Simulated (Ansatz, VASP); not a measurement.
# One calculation of W, two programs

```
W
1.0
    -1.59730    1.59730    1.59730
     1.59730   -1.59730    1.59730
     1.59730    1.59730   -1.59730
W
1
Direct
  0.00000 0.00000 0.00000
```

Alike in both runs: task electric field gradients; functional PBE; k mesh 14 × 14 × 14; occupations fermi-dirac, width 0.08 eV; no spin polarisation.

```csv
,VASP,Ansatz
version,VASP 6.6.1,Ansatz 0.2.0
potentials or method,"VASP PAW PBE potentials, release 64 (W_sv)","PAW with Ansatz's default frozen-core files, scalar-relativistic"
plane-wave cutoff (eV),520,420
valence electrons in the cell,14,14
```

Ansatz gave:

| Quantity | Value |
| --- | --- |
| pressure (GPa) | -2.8 |

Which values does VASP return?

Pressure (GPa): -2.3.

Spin-orbit coupling is off throughout.
